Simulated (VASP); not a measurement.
Set up this calculation in VASP 6.6.1, as the native input.

```yaml
Task: single point
Functional: LDA
Potentials_or_basis: VASP PAW LDA potentials, release 64 (Al)
Cutoff: 520 eV
k_mesh: 13 × 13 × 1
Occupations: fermi-dirac, width 0.05 eV
Spin: no spin polarisation
Dipole_correction: yes
Further_INCAR_settings: ALGO = Normal; EDIFF = 1e-07; NBANDS = 16
```

The structure of Al lies in POSCAR:

```
Al
1.0
    2.8168008949      0.0000000000      0.0000000000
   -1.4084004474      2.4394211324      0.0000000000
    0.0000000000      0.0000000000     25.1996000000
Al
5
Direct
    0.8333333330      0.1666666670      0.3174646980
    0.1666666670      0.8333333330      0.4087323488
    0.5000000000      0.5000000000      0.5000000000
    0.8333333330      0.1666666670      0.5912676512
    0.1666666670      0.8333333330      0.6825353020
```

These files were run (other wordings do the same):

INCAR

```
PREC = Accurate
ENCUT = 520
EDIFF = 1E-7
ISMEAR = -1
SIGMA = 0.05
LREAL = False
LASPH = True
NELM = 100
ALGO = Normal
ISIF = 2
LWAVE = False
LCHARG = False
LDIPOL = True
IDIPOL = 3
DIPOL = 0.5 0.5 0.500
NBANDS = 16
```

KPOINTS

```
Automatic mesh
0
Gamma
  13 13 1
```

Potentials or basis: VASP PAW LDA potentials, release 64 (Al).

Run with:

```sh
$ cat potpaw_LDA.64/Al/POTCAR > POTCAR
$ mpirun -np 1 vasp_std > vasp.out
```

Results of the run:

* Largest force: 0.105 eV/Å
* Band gap on the k mesh: zero (an odd number of electrons rules out a gap without spin polarisation)

It took 83 s on 1 thread of Intel(R) Xeon(R) Platinum 8375C CPU @ 2.90GHz (Ice Lake) (shared host), peak memory 0.25 GiB.
